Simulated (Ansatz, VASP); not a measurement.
## NaF: VASP beside Ansatz

```
Na F
1.0
     0.00000    2.28589    2.28589
     2.28589    0.00000    2.28589
     2.28589    2.28589    0.00000
Na F
1 1
Cartesian
  0.0000 0.0000 0.0000
  2.2859 2.2859 2.2859
```

Alike in both runs: task single point; functional LDA; k mesh 10 × 10 × 10; occupations fermi-dirac, width 0.03 eV; no spin polarisation.

```csv
,VASP,Ansatz
version,VASP 6.6.1,Ansatz 0.2.0
potentials or method,"VASP PAW LDA potentials, release 64 (Na_pv, F), cutoff 520 eV","all-electron LAPW, scalar-relativistic"
```

|  | VASP | Ansatz | Ansatz less VASP |
| --- | --- | --- | --- |
| gap on the k mesh at the Fermi level (eV) | 6.17 | 6.18 | +0.010 |
| pressure (GPa) | -2.6 | -2.5 | +0.11 |

LDA's correlation is that of Perdew and Zunger in VASP and of Perdew and Wang (1992) in Ansatz. Ansatz ran all-electron here, and VASP with PAW potentials.
